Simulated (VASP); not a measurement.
A run of VASP 6.6.1 is set up as follows.

The input INCAR:

```
SYSTEM = Ga
PREC = Accurate ; ENCUT = 520
EDIFF = 1E-6 ; ISMEAR = -1
SIGMA = 0.08 ; LREAL = .False.
LASPH = .True. ; NELM = 80
ALGO = Normal ; ISIF = 2
LWAVE = .False. ; LCHARG = .False.
GGA = PS ; NBANDS = 20
```

The input KPOINTS:

```
regular mesh
0
Gamma
  17 17 9
  0 0 0
```

POSCAR

```
Ga
1.0
    2.4714567615      0.0000000000      0.0000000000
   -1.2357283808      2.1403443398      0.0000000000
    0.0000000000      0.0000000000      4.0752140266
Ga
2
Direct
    0.3333333333      0.6666666667      0.2500000000
    0.6666666667      0.3333333333      0.7500000000
```

Potentials or basis: VASP PAW PBE potentials, release 64 (Ga_d).

Launch:

```bash
$ cat potpaw_PBE.64/Ga_d/POTCAR > POTCAR
$ mpirun -np 1 vasp_std > vasp.out
```

Q: Predict the band gap on the k mesh.

A: Zero (band 13 reaches 17.70 eV, above the bottom of band 14 at 8.71 eV).

Q: Predict the pressure.

A: 100.6 GPa.

Caveat: the PAW data sets were made with another functional, which shifts forces and pressure a little.
